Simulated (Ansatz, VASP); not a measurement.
## One calculation of B, two programs

```
B
1.0
     2.10363    0.00000    0.00000
     0.00000    2.69180    0.00000
     0.00000    0.00000    3.55075
B
3
Direct
  0.50000 0.50000 0.23901
  0.50000 0.50000 0.76099
  0.00000 0.00000 0.50000
```

Alike in both runs: task relaxation of cell and atoms; functional PBE; k mesh 22 × 18 × 14; occupations gaussian, width 0.1 eV; no spin polarisation.

|  | VASP | Ansatz |
| --- | --- | --- |
| version | VASP 6.6.1 | Ansatz 0.2.0 |
| potentials or method | VASP PAW PBE potentials, release 64 (B), cutoff 600 eV | scalar-relativistic, plane waves, PAW |
| valence electrons in the cell | 9 | 9 |

```tsv
	VASP	Ansatz	Ansatz less VASP
gap on the k mesh at the Fermi level, each at its own relaxed structure (eV)	none	none	-
relaxed volume (Å³/atom)	6.75	6.76	+0.005
relaxed cell length with the largest relative difference (Å)	2.138	2.140	+0.0022
```

A gap of «none» marks a metal or a gap that the smearing closes.
